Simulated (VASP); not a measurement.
Input of a VASP 6.6.1 run:

File INCAR:

```
  ALGO = Normal
  EDIFF = 1E-6
  ENCUT = 500
  GGA = PE
  GGA_COMPAT = False
  ISIF = 2
  ISMEAR = 0
  IVDW = 13
  LASPH = True
  LCHARG = False
  LREAL = False
  LWAVE = False
  NBANDS = 11
  NELM = 120
  PREC = Accurate
  SIGMA = 0.01
```

KPOINTS

```
k-points
0
Gamma
  7 7 7
```

POSCAR

```
AlAs
1.0
    0.0000000000      2.8304000000      2.8304000000
    2.8304000000      0.0000000000      2.8304000000
    2.8304000000      2.8304000000      0.0000000000
Al As
1 1
Direct
    0.0000000000      0.0000000000      0.0000000000
    0.2500000000      0.2500000000      0.2500000000
```

Potentials or basis: VASP PAW PBE potentials, release 64 (Al, As).

Command:

```bash
$ cat potpaw_PBE.64/Al/POTCAR potpaw_PBE.64/As/POTCAR > POTCAR
$ mpirun -np 1 vasp_std > vasp.out
```

Question: Predict the dispersion energy per atom.

Answer: -0.337 eV.

Question: What does it give for the band gap on the k mesh?

Answer: 1.54 eV, indirect (least direct gap 2.06 eV).

A k mesh can miss the band edges.
